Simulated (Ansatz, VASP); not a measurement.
**CrO2: VASP beside Ansatz**

```
Cr O
1.0
     2.98713    0.00000    0.00000
    -1.49357    2.58693    0.00000
     0.00000    0.00000   11.03121
Cr O
2 4
Direct
  0.00000 0.00000 0.00000
  0.00000 0.00000 0.50000
  0.33333 0.66667 0.08871
  0.66667 0.33333 0.41129
  0.33333 0.66667 0.58871
  0.66667 0.33333 0.91129
```

Alike in both runs: task single point; functional PBE; k mesh 18 × 18 × 4; occupations gaussian, width 0.1 eV; collinear spin.

```csv
,VASP,Ansatz
version,VASP 6.6.1,Ansatz 0.2.0
potentials or method,"VASP PAW PBE potentials, release 64 (Cr_pv, O), cutoff 600 eV","scalar-relativistic, plane waves, PAW"
valence electrons in the cell,48,52
```

|  | VASP | Ansatz | Ansatz less VASP |
| --- | --- | --- | --- |
| gap on the k mesh at the Fermi level (eV) | none | none | - |
| pressure (GPa) | -12.6 | -12.9 | -0.26 |
| rms of the force components (eV/Å) | 0.537 | 0.560 | +0.0227 |
| net moment per atom (μB) | 0.00 | 0.00 | 0.000 |
| size of the moment on the site where the two differ most (μB) | 2.16 | 1.85 | -0.313 |

Site moments also hang on the region over which each program counts them. A gap of «none» marks a metal or a gap that the smearing closes. VASP's potentials hold 48 valence electrons a cell and Ansatz's 52, so a difference there can come from the potentials and not from the codes.
